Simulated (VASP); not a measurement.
# NbN (I4/mmm) in VASP: a series of runs

The runs below take NbN through electric field gradients, with LDA.

Program: VASP 6.6.1. These are calculated values, not measurements. Logs are shortened: lines on timing, memory, paths and dates and some standing lists are left out, and cuts for length are marked.

## Step 1: The cell of the first run

The structure is tetragonal, space group I4/mmm (No. 139). Conventional cell: a = 3.103 Å, b = 3.103 Å, c = 4.477 Å, α = 90.00°, β = 90.00°, γ = 90.00°. Within 2.9 Å of Nb (site symmetry 4/mmm) lie 6 N at 2.19 to 2.24 Å. N (site symmetry 4/mmm) has 6 Nb at 2.19 to 2.24 Å within 2.9 Å.

## Step 2: Electric field gradients, LDA (zz strain of +2 %)

INCAR reads:

```
SYSTEM = NbN
PREC = Accurate ; ENCUT = 520
EDIFF = 1E-8 ; ISMEAR = -1
SIGMA = 0.08 ; LREAL = .FALSE.
LASPH = .TRUE. ; NELM = 120
ALGO = Normal ; ISIF = 2
LWAVE = .FALSE. ; LCHARG = .FALSE.
LEFG = .TRUE. ; NBANDS = 16
GGA_COMPAT = .FALSE.
```

KPOINTS reads:

```
regular mesh
0
G
  13 13 13
  0 0 0
```

POSCAR reads:

```
NbN
1.0
    0.0000000000      2.1945000000      2.2383900000
    2.1945000000      0.0000000000      2.2383900000
    2.1945000000      2.1945000000      0.0000000000
Nb N
1 1
Direct
    0.5000000000      0.5000000000      0.5000000000
    0.0000000000      0.0000000000      0.0000000000
```

Potentials or basis: VASP PAW LDA potentials, release 64 (Nb_sv, N).

Command:

```console
$ cat potpaw_LDA.64/Nb_sv/POTCAR potpaw_LDA.64/N/POTCAR > POTCAR
$ mpirun -np 1 vasp_std > vasp.out
```

OUTCAR:

```text
SYSTEM = NbN
   PREC = Accurate
   ENCUT = 520
   EDIFF = 1E-8
   ISMEAR = -1
   LREAL = .FALSE.
   LASPH = .TRUE.
   NELM = 120
   ISIF = 2

 ion  position               nearest neighbor table
   1  0.500  0.500  0.500-   2 2.19   2 2.19   2 2.19   2 2.19   2 2.24   2 2.24
   2  0.000  0.000  0.000-   1 2.19   1 2.19   1 2.19   1 2.19   1 2.24   1 2.24

  LATTYP: Found a body centered tetragonal cell.
 ALAT       =     3.1034916626
 C/A-ratio  =     1.4424978336

  Lattice vectors:

 A1 = (  -2.1945000000,   0.0000000000,   2.2383900000)
 A2 = (   2.1945000000,   0.0000000000,   2.2383900000)
 A3 = (   0.0000000000,   2.1945000000,  -2.2383900000)

Analysis of symmetry for initial positions (statically):
=====================================================================
 Subroutine PRICEL returns:
 Original cell was already a primitive cell.

 Routine SETGRP: Setting up the symmetry group for a
 body centered tetragonal supercell.

 Subroutine GETGRP returns: Found 16 space group operations
 (whereof 16 operations were pure point group operations)
 out of a pool of 16 trial point group operations.

The static configuration has the point symmetry D_4h.

Analysis of symmetry for dynamics (positions and initial velocities):
=====================================================================
 Subroutine PRICEL returns:
 Original cell was already a primitive cell.

 Routine SETGRP: Setting up the symmetry group for a
 body centered tetragonal supercell.

 Subroutine GETGRP returns: Found 16 space group operations
 (whereof 16 operations were pure point group operations)
 out of a pool of 16 trial point group operations.

The dynamic configuration has the point symmetry D_4h.

 Subroutine INISYM returns: Found 16 space group operations
 (whereof 16 operations are pure point group operations),
 and found     1 'primitive' translations

----------------------------------------------------------------------------------------

                                     Primitive cell

  volume of cell :      21.5594

  direct lattice vectors                    reciprocal lattice vectors
     0.000000000  2.194500000  2.238390000    -0.227842333  0.227842333  0.223374836
     2.194500000  0.000000000  2.238390000     0.227842333 -0.227842333  0.223374836
     2.194500000  2.194500000  0.000000000     0.227842333  0.227842333 -0.223374836

  length of vectors
     3.134680214  3.134680214  3.103491663     0.392072155  0.392072155  0.392072155

  position of ions in fractional coordinates (direct lattice)
     0.500000000  0.500000000  0.500000000
     0.000000000  0.000000000  0.000000000

  ion indices of the primitive-cell ions
   primitive index   ion index
                 1           1
                 2           2

----------------------------------------------------------------------------------------

 KPOINTS: regular mesh

Automatic generation of k-mesh.
 Grid dimensions read from file:
 generate k-points for:   13   13   13

 Generating k-lattice:

  Cartesian coordinates                     Fractional coordinates (reciprocal lattice)
    -0.017526333  0.017526333  0.017182680     0.076923077  0.000000000  0.000000000
     0.017526333 -0.017526333  0.017182680     0.000000000  0.076923077  0.000000000
     0.017526333  0.017526333 -0.017182680     0.000000000  0.000000000  0.076923077

  Length of vectors
     0.030159397  0.030159397  0.030159397

  Shift w.r.t. Gamma in fractional coordinates (k-lattice)
     0.000000000  0.000000000  0.000000000

 Subroutine IBZKPT returns following result:
 ===========================================

 Found    196 irreducible k-points:

 Following reciprocal coordinates:
            Coordinates               Weight
  0.000000  0.000000  0.000000      1.000000
  0.076923  0.000000  0.000000      8.000000
  0.153846  0.000000  0.000000      8.000000
  0.230769  0.000000  0.000000      8.000000
  0.307692  0.000000  0.000000      8.000000
  0.384615  0.000000  0.000000      8.000000
[... 16 lines left out ...]
  0.384615  0.153846  0.000000      8.000000
  0.461538  0.153846  0.000000      8.000000
 [... further k-points ...]
   k-points           NKPTS =    196   k-points in BZ     NKDIM =    196   number of bands    NBANDS=     16
   number of dos      NEDOS =    301   number of ions     NIONS =      2
   total plane-waves  NPLWV =  13824
   dimension x,y,z NGX =    24 NGY =   24 NGZ =   24
   dimension x,y,z NGXF=    48 NGYF=   48 NGZF=   48
   ions per type =               1   1
   NGX,Y,Z   is equivalent  to a cutoff of  12.73, 12.73, 12.86 a.u.
   NGXF,Y,Z  is equivalent  to a cutoff of  25.46, 25.46, 25.71 a.u.
 SYSTEM =  NbN
   PREC   = accura    normal or accurate (medium, high low for compatibility)
   ISTART =      0    job   : 0-new  1-cont  2-samecut
   ICHARG =      2    charge: 1-file 2-atom 10-const
   ISPIN  =      1    spin polarized calculation?
   LNONCOLLINEAR =      F non collinear calculations
   LSORBIT =      F    spin-orbit coupling
   LASPH  =      T    aspherical Exc in radial PAW
   ENCUT  =  520.0 eV  38.22 Ry    6.18 a.u.   5.83  5.83  5.77*2*pi/ulx,y,z
   NELM   =    120;   NELMIN=  2; NELMDL= -5     # of ELM steps
   EDIFF  = 0.1E-07   stopping-criterion for ELM
   LREAL  =      F    real-space projection
   EDIFFG = 0.1E-06   stopping-criterion for IOM
   NSW    =      0    number of steps for IOM
   IBRION =     -1    ionic relax: 0-MD 1-quasi-New 2-CG
   NFREE  =      0    steps in history (QN), initial steepest desc. (CG)
   ISIF   =      2    stress and relaxation
   ISYM   =      2    0-nonsym 1-usesym 2-fastsym
   POTIM  = 0.5000    time-step for ionic-motion
   TEBEG  =    0.0;   TEEND  =   0.0 temperature during run
   PSTRESS=    0.0 pullay stress
   NELECT =      18.0000    total number of electrons
   NUPDOWN=      -1.0000    fix difference up-down
   EMIN   =  10.00;   EMAX   =-10.00  energy-range for DOS
   EFERMI =   0.00;   METHOD = LEGACY
   ISMEAR =    -1;   SIGMA  =   0.08  broadening in eV -4-tet -1-fermi 0-gaus
   EFERMI_NEDOS =   21; number of points for ismear=-14 and -15
   IALGO  =     38    algorithm
   IMIX   =      4    mixing-type and parameters
     AMIX     =   0.40;   BMIX     =  1.00
     AMIX_MAG =   1.60;   BMIX_MAG =  1.00
  volume/ion in A,a.u.               =      10.78        72.75
  Fermi-wavevector in a.u.,A,eV,Ry     =   1.541535  2.913079 32.331930  2.376330
  Thomas-Fermi vector in A             =   2.647467
   LORBIT       =      0    0 simple, 1 ext, 2 COOP (PROOUT), +10 PAW based schemes
   GGA     = CA    functional components
   LHFCALC =     F    Hartree Fock is set to
   AEXX    =    0.0000 exact exchange contribution
   IVDW    =     0    specifies the selected vdW correction
   LEPSILON=     F    determine dielectric tensor
   LRPA    =     F    only Hartree local field effects (RPA)
 non-spin polarized calculation
  energy-cutoff  :      520.00
  volume of cell :       21.56
 maximum number of plane-waves:       596
   NGX = 11   NGY = 11   NGZ = 11

 number of electron      18.0000003 magnetization

 Free energy of the ion-electron system (eV)
  ---------------------------------------------------
  ext. energy  EPLUGINS =         0.00000000
  ---------------------------------------------------
  free energy    TOTEN  =       -22.80851580 eV

  energy without entropy =      -22.78928669  energy(sigma->0) =      -22.79890124

 E-fermi :  13.5178     XC(G=0): -13.5444

 val. band max:       13.4938650074   @ k =  -0.4615   0.2308   0.1538
 cond. band min:      13.5237641159   @ k =   0.0769   0.0769   0.0000
 fundamental gap:      0.0298991085
 Fermi energy:        13.5177757156

 k-point     1 :       0.0000    0.0000    0.0000
  band No.  band energies     occupation
      1     -42.5629      2.00000
      2     -18.3976      2.00000
      3     -18.3952      2.00000
      4     -18.3952      2.00000
      5      -3.7731      2.00000
      6      10.1857      2.00000
[... 8 lines left out ...]
     15      22.9531      0.00000
     16      35.8626      0.00000

 k-point     2 :       0.0769    0.0000    0.0000
  band No.  band energies     occupation
      1     -42.5556      2.00000
      2     -18.4589      2.00000
      3     -18.4029      2.00000
      4     -18.3996      2.00000
      5      -3.6454      2.00000
      6       9.5654      2.00000
[... 8 lines left out ...]
     15      23.3335      0.00000
     16      34.6457      0.00000
[... 387 lines left out ...]
      5      -2.1692      2.00000
      6       5.7829      2.00000
[... 8 lines left out ...]
     15      25.6805      0.00000
     16      27.9108      0.00000

 k-point    24 :       0.4615    0.1538    0.0000
  band No.  band energies     occupation
      1     -42.4319      2.00000
      2     -19.2606      2.00000
      3     -18.6054      2.00000
      4     -18.5273      2.00000
      5      -1.8112      2.00000
      6       5.3702      2.00000
[... 8 lines left out ...]
     15      25.2945      0.00000
     16      26.9850      0.00000

 [... further k-points ...]
[... 5 lines left out ...]
  --------------------------------------------------------------------------------------
  -------------------------------------------------------------------------------------
  Total       -1.3257507     -1.3257507     -2.7189126      0.0000000      0.0000000     -0.0000000
  in kB      -98.5225211    -98.5225211   -202.0546797      0.0000000      0.0000000     -0.0000000
  external PRESSURE =    -133.0332407 kB  Pullay stress =       0.0000000 kB

 VOLUME and BASIS-vectors are now :
 -----------------------------------------------------------------------------
  energy-cutoff  :      520.00
  volume of cell :       21.56
      direct lattice vectors                 reciprocal lattice vectors
     0.000000000  2.194500000  2.238390000    -0.227842333  0.227842333  0.223374836
     2.194500000  0.000000000  2.238390000     0.227842333 -0.227842333  0.223374836
     2.194500000  2.194500000  0.000000000     0.227842333  0.227842333 -0.223374836

 POSITION                                       TOTAL-FORCE (eV/Angst)
 -----------------------------------------------------------------------------------
      2.19450      2.19450      2.23839         0.000000     -0.000000      0.000000
      0.00000      0.00000      0.00000        -0.000000      0.000000      0.000000
 -----------------------------------------------------------------------------------
    total drift:                                0.000000     -0.000000      0.000000

  FREE ENERGIE OF THE ION-ELECTRON SYSTEM (eV)
  ---------------------------------------------------
  free  energy   TOTEN  =       -22.8085158021 eV

  energy  without entropy=      -22.7892866874  energy(sigma->0) =      -22.79890124

 Electric field gradients (V/A^2)
---------------------------------------------------------------------
 ion       V_xx      V_yy      V_zz      V_xy      V_xz      V_yz
---------------------------------------------------------------------
   1     -18.137   -18.137    36.273     0.000     0.000     0.000
   2      -3.631    -3.631     7.263    -0.001    -0.001    -0.001
---------------------------------------------------------------------

 Electric field gradients after diagonalization (V/A^2)
 (convention: |V_zz| > |V_xx| > |V_yy|)
----------------------------------------------------------------------
 ion       V_xx      V_yy      V_zz     asymmetry (V_yy - V_xx)/ V_zz
----------------------------------------------------------------------
   1     -18.137   -18.136    36.273       0.000
   2      -3.632    -3.631     7.263       0.000
----------------------------------------------------------------------

           NMR quadrupolar parameters

 Cq : quadrupolar parameter    Cq=e*Q*V_zz/h
 eta: asymmetry parameters     (V_yy - V_xx)/ V_zz
 Q  : nuclear electric quadrupole moment in mb (millibarn)
----------------------------------------------------------------------
 ion       Cq(MHz)       eta       Q (mb)
----------------------------------------------------------------------
   1       0.088       0.000       1.000
   2       0.018       0.000       1.000
----------------------------------------------------------------------
```

Wall time 47 s (1 thread of Intel Xeon 6975P-C, shared host); peak memory 0.18 GiB.

What came out:

| Property | Result |
| --- | --- |
| Free energy | -22.8085 eV |
| Pressure | -13.3 GPa |
| Band gap on the k mesh | zero (band 9 reaches 14.84 eV, above the bottom of band 10 at 11.61 eV) |

Electric field gradients, principal values (V/Å²):
| atom | least | middle | greatest (by size) |
| --- | --- | --- | --- |
| 1 Nb | -18.136 | -18.137 | 36.273 |
| 2 N | -3.631 | -3.632 | 7.263 |

Caveat: the cell differs from its parent crystal (zz strain of +2 %); without QUAD_EFG the Cq values of the log hold for a quadrupole moment of 1 mb, not for the nuclei.

(Part 1 of 2 ends here.)
